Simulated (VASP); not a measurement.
Gd:

```
Gd
1.0
     3.70731    0.00000    0.00000
    -1.85366    3.21063    0.00000
     0.00000    0.00000    5.89601
Gd
2
Direct
  0.66667 0.33333 0.75000
  0.33333 0.66667 0.25000
```

Base run:

```yaml
Program: VASP 6.6.1
Functional: PBEsol
Potentials_or_basis: VASP PAW PBE potentials, release 64 (Gd)
Cutoff: 520 eV
k_mesh: 8 × 8 × 5
Occupations: fermi-dirac, width 0.05 eV
Spin: collinear spin, ferromagnetic start
Starting_moments: "[7.0, 7.0] μB"
```

Its results: pressure -3.4 GPa; net moment 15.24 μB per cell; site moments Gd +6.98 μB.

Problem. The run is repeated on the same cell with these changes: functional from PBEsol to LDA. What comes out?

Solution. Pressure -5.0 GPa; net moment 14.89 μB per cell; site moments Gd +6.90 μB.

LDA binds more tightly than PBEsol, so the same cell stands under less pressure.

Caveats: the cell stands under tension; the PAW data sets were made with another functional, which shifts forces and pressure a little.
